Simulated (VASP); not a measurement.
A run of VASP 6.6.1 is set up as follows.

File INCAR:

```
SYSTEM = PtPb
PREC = Accurate
ENCUT = 520
EDIFF = 1E-6
ISMEAR = -1
SIGMA = 0.05
LREAL = .FALSE.
LASPH = .TRUE.
NELM = 80
ALGO = Normal
ISIF = 2
LWAVE = .FALSE.
LCHARG = .FALSE.
GGA = CA
NBANDS = 32
```

File KPOINTS:

```
regular mesh
0
G
  10 10 7
  0 0 0
```

Contents of POSCAR:

```
PtPb
1.0
    4.2925008895      0.0000000000      0.0000000000
   -2.1462504448      3.7174148161      0.0000000000
    0.0000000000      0.0000000000      5.4560000000
Pt Pb
2 2
Direct
    0.3333333333      0.6666666667      0.2500000000
    0.6666666667      0.3333333333      0.7500000000
    0.0000000000      0.0000000000      0.0000000000
    0.0000000000      0.0000000000      0.5000000000
```

Potentials or basis: VASP PAW LDA potentials, release 64 (Pt, Pb_d).

The run is started by

```console
$ cat potpaw_LDA.64/Pt/POTCAR potpaw_LDA.64/Pb_d/POTCAR > POTCAR
$ mpirun -np 1 vasp_std > vasp.out
```

Question: What does it give for the band gap on the k mesh?

Answer: Zero (band 24 reaches 10.39 eV, above the bottom of band 25 at 7.66 eV).

Question: What does it give for the pressure?

Answer: 4.5 GPa.

Stress tensor (GPa, compression positive):
```
-4.19  0.00  0.00
 0.00 -4.19  0.00
 0.00  0.00 22.00
```

Caveat: the cell differs from its parent crystal (equal xx and yy strain of +1 %); spin-orbit coupling is left out, which moves the levels of the heavy elements.
